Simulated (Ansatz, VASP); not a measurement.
## Two plane-wave programs on CrO2

```
Cr O
1.0
     2.58566    0.00000    0.00000
    -1.29283    2.23925    0.00000
     0.00000    0.00000   13.70470
Cr O
1 2
Cartesian
  0.0000 1.4928 0.0000
  1.2928 0.7464 12.5551
  1.2928 0.7464 1.1496
```

Alike in both runs: functional PBEsol; k mesh 12 × 12 × 2; occupations gaussian, width 0.1 eV; no spin polarisation.

Ansatz relaxed the structure, and its values are those at the end. VASP's run is a single point on that final structure, the one shown.

|  | VASP | Ansatz |
| --- | --- | --- |
| version | VASP 6.6.1 | Ansatz 0.2.0 |
| potentials or method | VASP PAW PBE potentials, release 64 (Cr_sv, O), cutoff 700 eV | scalar-relativistic, plane waves, PAW |
| valence electrons in the cell | 26 | 26 |

|  | VASP | Ansatz | Ansatz less VASP |
| --- | --- | --- | --- |
| gap on the k mesh at the Fermi level (eV) | 0.49 | 0.50 | +0.010 |
| least direct gap on the mesh (eV) | 1.74 | 1.74 | +0.003 |
| rms of the force components (eV/Å) | 0.005 | 0.006 | +0.0005 |

VASP's potentials were made for PBE, not for PBEsol. With one functional, cell and mesh, what is left measures potentials, basis and numerics.
